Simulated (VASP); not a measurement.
# BaTe (Fm-3m) in VASP: settings compared

The runs below take BaTe through single point, with PBE, r2SCAN.

All numbers are computed with VASP 6.6.1; they aren't measurements. Logs are shortened: lines on timing, memory, paths and dates and some standing lists are left out, and cuts for length are marked.

### 1 The cell of the first run

The structure is cubic, space group Fm-3m (No. 225). The conventional cell has a = 7.065 Å, b = 7.065 Å, c = 7.065 Å, α = 90.00°, β = 90.00°, γ = 90.00°. Ba (site symmetry m-3m) has 6 Te at 3.53 Å within 4.6 Å. Te (site symmetry m-3m) has 6 Ba at 3.53 Å within 4.6 Å.

### 2 Single point, PBE

Input file INCAR:

```
  PREC = Accurate
  ENCUT = 520
  EDIFF = 1E-7
  ISMEAR = -1
  SIGMA = 0.02
  LREAL = F
  LASPH = T
  NELM = 80
  ALGO = Normal
  ISIF = 2
  LWAVE = F
  LCHARG = F
  GGA = PE
  NBANDS = 15
```

Input file KPOINTS:

```
Automatic mesh
0
Gamma
  6 6 6
```

Input file POSCAR:

```
BaTe
1.0
    0.0000000000      3.5323868426      3.5323868426
    3.5323868426      0.0000000000      3.5323868426
    3.5323868426      3.5323868426      0.0000000000
Ba Te
1 1
Direct
    0.0000000000      0.0000000000      0.0000000000
    0.5000000000      0.5000000000      0.5000000000
```

Potentials or basis: VASP PAW PBE potentials, release 64 (Ba_sv, Te).

Command:

```console
cat potpaw_PBE.64/Ba_sv/POTCAR potpaw_PBE.64/Te/POTCAR > POTCAR
mpirun -np 1 vasp_std > vasp.out
```

OUTCAR:

```text
PREC = Accurate
   ENCUT = 520
   EDIFF = 1E-7
   ISMEAR = -1
   LREAL = F
   LASPH = T
   NELM = 80
   ISIF = 2
   GGA = PE

 ion  position               nearest neighbor table
   1  0.000  0.000  0.000-   2 3.53   2 3.53   2 3.53   2 3.53   2 3.53   2 3.53
   2  0.500  0.500  0.500-   1 3.53   1 3.53   1 3.53   1 3.53   1 3.53   1 3.53

  LATTYP: Found a face centered cubic cell.
 ALAT       =     7.0647736852

  Lattice vectors:

 A1 = (   0.0000000000,   3.5323868426,   3.5323868426)
 A2 = (   3.5323868426,   0.0000000000,   3.5323868426)
 A3 = (   3.5323868426,   3.5323868426,   0.0000000000)

Analysis of symmetry for initial positions (statically):
=====================================================================
 Subroutine PRICEL returns:
 Original cell was already a primitive cell.

 Routine SETGRP: Setting up the symmetry group for a
 face centered cubic supercell.

 Subroutine GETGRP returns: Found 48 space group operations
 (whereof 48 operations were pure point group operations)
 out of a pool of 48 trial point group operations.

The static configuration has the point symmetry O_h .

Analysis of symmetry for dynamics (positions and initial velocities):
=====================================================================
 Subroutine PRICEL returns:
 Original cell was already a primitive cell.

 Routine SETGRP: Setting up the symmetry group for a
 face centered cubic supercell.

 Subroutine GETGRP returns: Found 48 space group operations
 (whereof 48 operations were pure point group operations)
 out of a pool of 48 trial point group operations.

The dynamic configuration has the point symmetry O_h .

 Subroutine INISYM returns: Found 48 space group operations
 (whereof 48 operations are pure point group operations),
 and found     1 'primitive' translations

----------------------------------------------------------------------------------------

                                     Primitive cell

  volume of cell :      88.1525

  direct lattice vectors                    reciprocal lattice vectors
     0.000000000  3.532386843  3.532386843    -0.141547351  0.141547351  0.141547351
     3.532386843  0.000000000  3.532386843     0.141547351 -0.141547351  0.141547351
     3.532386843  3.532386843  0.000000000     0.141547351  0.141547351 -0.141547351

  length of vectors
     4.995549380  4.995549380  4.995549380     0.245167203  0.245167203  0.245167203

  position of ions in fractional coordinates (direct lattice)
     0.000000000  0.000000000  0.000000000
     0.500000000  0.500000000  0.500000000
[... 78 lines left out ...]
   PSTRESS=    0.0 pullay stress
   NELECT =      16.0000    total number of electrons
   NUPDOWN=      -1.0000    fix difference up-down
   EMIN   =  10.00;   EMAX   =-10.00  energy-range for DOS
   EFERMI =   0.00;   METHOD = LEGACY
   ISMEAR =    -1;   SIGMA  =   0.02  broadening in eV -4-tet -1-fermi 0-gaus
   EFERMI_NEDOS =   21; number of points for ismear=-14 and -15
   IALGO  =     38    algorithm
   IMIX   =      4    mixing-type and parameters
     AMIX     =   0.40;   BMIX     =  1.00
     AMIX_MAG =   1.60;   BMIX_MAG =  1.00
  volume/ion in A,a.u.               =      44.08       297.44
  Fermi-wavevector in a.u.,A,eV,Ry     =   0.926908  1.751602 11.689557  0.859158
  Thomas-Fermi vector in A             =   2.052921
   LORBIT       =      0    0 simple, 1 ext, 2 COOP (PROOUT), +10 PAW based schemes
   GGA     = PE    functional components
   LHFCALC =     F    Hartree Fock is set to
   AEXX    =    0.0000 exact exchange contribution
   IVDW    =     0    specifies the selected vdW correction
   LEPSILON=     F    determine dielectric tensor
   LRPA    =     F    only Hartree local field effects (RPA)
 non-spin polarized calculation
  energy-cutoff  :      520.00
  volume of cell :       88.15
 maximum number of plane-waves:      2421
 NGX is ok and might be reduce to    40
   NGX = 19   NGY = 19   NGZ = 19

 number of electron      16.0000000 magnetization

 Free energy of the ion-electron system (eV)
  ---------------------------------------------------
  ext. energy  EPLUGINS =         0.00000000
  ---------------------------------------------------
  free energy    TOTEN  =        -8.62822749 eV

  energy without entropy =       -8.62822749  energy(sigma->0) =       -8.62822749

 E-fermi :   2.4980     XC(G=0):  -8.1357

 val. band max:        2.1057861286   @ k =   0.0000   0.0000   0.0000
 cond. band min:       3.6833800628   @ k =   0.5000   0.5000   0.0000
 fundamental gap:      1.5775939341
 Fermi energy:         2.4979869911

 k-point     1 :       0.0000    0.0000    0.0000
  band No.  band energies     occupation
      1     -24.9875      2.00000
      2     -10.1322      2.00000
      3     -10.1322      2.00000
      4     -10.1322      2.00000
      5      -7.3751      2.00000
      6       2.1058      2.00000
      7       2.1058      2.00000
      8       2.1058      2.00000
      9       4.9099      0.00000
     10       5.0472      0.00000
     11       5.0472      0.00000
     12       5.0472      0.00000
     13       5.6352      0.00000
     14       5.6352      0.00000
[... 257 lines left out ...]
      2     -10.2899      2.00000
      3     -10.2489      2.00000
      4     -10.2344      2.00000
      5      -7.0432      2.00000
      6       1.0567      2.00000
      7       1.0587      2.00000
      8       1.3679      2.00000
      9       4.6813      0.00000
     10       6.6040      0.00000
     11       6.7271      0.00000
     12       7.2837      0.00000
     13       7.7578      0.00000
     14       8.4508      0.00000
     15      10.0694      0.00000

------------------------ aborting loop because EDIFF is reached ----------------------------------------

  FORCE on cell =-STRESS in cart. coord.  units (eV):
  Direction    XX          YY          ZZ          XY          YZ          ZX
  --------------------------------------------------------------------------------------
  -------------------------------------------------------------------------------------
  Total        0.1659839      0.1659839      0.1659839     -0.0000000      0.0000000     -0.0000000
  in kB        3.0167672      3.0167672      3.0167672     -0.0000000      0.0000000     -0.0000000
  external PRESSURE =       3.0167672 kB  Pullay stress =       0.0000000 kB

 VOLUME and BASIS-vectors are now :
 -----------------------------------------------------------------------------
  energy-cutoff  :      520.00
  volume of cell :       88.15
      direct lattice vectors                 reciprocal lattice vectors
     0.000000000  3.532386843  3.532386843    -0.141547351  0.141547351  0.141547351
     3.532386843  0.000000000  3.532386843     0.141547351 -0.141547351  0.141547351
     3.532386843  3.532386843  0.000000000     0.141547351  0.141547351 -0.141547351

 POSITION                                       TOTAL-FORCE (eV/Angst)
 -----------------------------------------------------------------------------------
      0.00000      0.00000      0.00000         0.000000      0.000000      0.000000
      3.53239      3.53239      3.53239         0.000000      0.000000      0.000000
 -----------------------------------------------------------------------------------
    total drift:                                0.000000     -0.000000     -0.000000

  FREE ENERGIE OF THE ION-ELECTRON SYSTEM (eV)
  ---------------------------------------------------
  free  energy   TOTEN  =        -8.6282274894 eV

  energy  without entropy=       -8.6282274894  energy(sigma->0) =       -8.62822749
```

OSZICAR:

```text
N       E                     dE             d eps       ncg     rms          rms(c)
DAV:   1     0.795053813858E+02    0.79505E+02   -0.61936E+03   480   0.885E+02
DAV:   2    -0.389860193764E+01   -0.83404E+02   -0.76817E+02   648   0.157E+02
DAV:   3    -0.859405879837E+01   -0.46955E+01   -0.46610E+01   628   0.396E+01
DAV:   4    -0.873233231621E+01   -0.13827E+00   -0.13825E+00   672   0.653E+00
DAV:   5    -0.873457444012E+01   -0.22421E-02   -0.22421E-02   637   0.721E-01    0.358E+00
DAV:   6    -0.861805882450E+01    0.11652E+00   -0.13550E-01   592   0.182E+00    0.235E+00
DAV:   7    -0.862059256848E+01   -0.25337E-02   -0.11090E-01   593   0.184E+00    0.833E-01
DAV:   8    -0.862762571562E+01   -0.70331E-02   -0.15380E-02   508   0.825E-01    0.199E-01
DAV:   9    -0.862798436442E+01   -0.35865E-03   -0.85695E-04   648   0.186E-01    0.674E-02
DAV:  10    -0.862821837144E+01   -0.23401E-03   -0.42165E-04   508   0.139E-01    0.253E-02
DAV:  11    -0.862823090659E+01   -0.12535E-04   -0.42629E-05   636   0.361E-02    0.237E-02
DAV:  12    -0.862822631989E+01    0.45867E-05   -0.14570E-05   557   0.191E-02    0.123E-02
DAV:  13    -0.862822725465E+01   -0.93476E-06   -0.99029E-07   557   0.598E-03    0.194E-03
DAV:  14    -0.862822741343E+01   -0.15878E-06   -0.18621E-08   436   0.846E-04    0.446E-04
DAV:  15    -0.862822748941E+01   -0.75986E-07   -0.14001E-08   338   0.768E-04
   1 F= -.86282275E+01 E0= -.86282275E+01  d E =-.348697E-10
```

stdout:

```text
POSCAR found type information on POSCAR BaTe
 POSCAR found :  2 types and       2 ions
 scaLAPACK will be used
 LDA part: xc-table for (Slater+PW92), standard interpolation
 POSCAR, INCAR and KPOINTS ok, starting setup
 FFT: planning ... GRIDC
 FFT: planning ... GRID_SOFT
 FFT: planning ... GRID
 WAVECAR not read
 entering main loop
```

Run time: 15 s. Hardware: 1 thread of Intel Xeon 6975P-C (Granite Rapids), shared host; peak memory 0.23 GiB.

What came out:

```yaml
Free_energy: -8.6282 eV
Pressure: 0.3 GPa
Band_gap_on_the_k_mesh: 1.58 eV (least direct gap 1.96 eV)
```

Levels at points of the mesh, in eV from the valence-band top:
| k point | band 4 | band 5 | band 6 | band 7 | band 8 | band 9 | band 10 | band 11 | band 12 | band 13 |
| --- | --- | --- | --- | --- | --- | --- | --- | --- | --- | --- |
| (0.00, 0.00, 0.00) | -12.24 | -9.48 | 0.00 | 0.00 | 0.00 | 2.80 | 2.94 | 2.94 | 2.94 | 3.53 |
| (0.50, 0.00, 0.00) | -12.25 | -8.82 | -2.16 | -1.07 | -1.07 | 4.15 | 4.69 | 4.83 | 4.83 | 6.89 |
| (0.50, 0.50, 0.00) | -12.31 | -9.28 | -1.12 | -0.38 | -0.38 | 1.58 | 4.38 | 4.53 | 5.47 | 5.64 |

Caveat: spin-orbit coupling is left out, which moves the levels of the heavy elements.

### 3 Single point, PBE (strain +3.0%)

Input file INCAR:

```
PREC = Accurate
ENCUT = 520
EDIFF = 1E-6
ISMEAR = -1
SIGMA = 0.02
LREAL = False
LASPH = True
NELM = 80
ALGO = Normal
ISIF = 2
LWAVE = False
LCHARG = True
GGA = PE
LELF = True
LVHAR = True
NBANDS = 15
```

Input file KPOINTS:

```
regular mesh
0
Gamma
  6 6 6
```

Input file POSCAR:

```
BaTe
1.0
    0.0000000000      3.6383584479      3.6383584479
    3.6383584479      0.0000000000      3.6383584479
    3.6383584479      3.6383584479      0.0000000000
Ba Te
1 1
Direct
    0.0000000000      0.0000000000      0.0000000000
    0.5000000000      0.5000000000      0.5000000000
```

Potentials or basis: VASP PAW PBE potentials, release 64 (Ba_sv, Te).

Command:

```console
cat potpaw_PBE.64/Ba_sv/POTCAR potpaw_PBE.64/Te/POTCAR > POTCAR
mpirun -np 1 vasp_std > vasp.out
```

It took 12 s on 1 thread of Intel Xeon 6975P-C (Granite Rapids), shared host; peak memory 0.24 GiB.

It converged, with:

```yaml
Free_energy: -8.5839 eV
Pressure: -1.9 GPa
Band_gap_on_the_k_mesh: 1.74 eV (least direct gap 2.11 eV)
```

Levels at points of the mesh, in eV from the valence-band top:
```csv
k point,band 4,band 5,band 6,band 7,band 8,band 9,band 10,band 11,band 12,band 13
"(0.00, 0.00, 0.00)",-12.47,-9.30,0.00,0.00,0.00,2.48,2.97,2.97,2.97,3.47
"(0.50, 0.00, 0.00)",-12.48,-8.84,-1.94,-0.92,-0.92,4.02,4.47,4.62,4.62,6.66
"(0.50, 0.50, 0.00)",-12.52,-9.13,-1.08,-0.37,-0.37,1.74,4.16,4.22,5.08,5.33
```

Caveat: the cell differs from its parent crystal (strain +3.0%); spin-orbit coupling is left out, which moves the levels of the heavy elements. A k mesh can miss the band edges.

(Continued in part 2 of 2.)
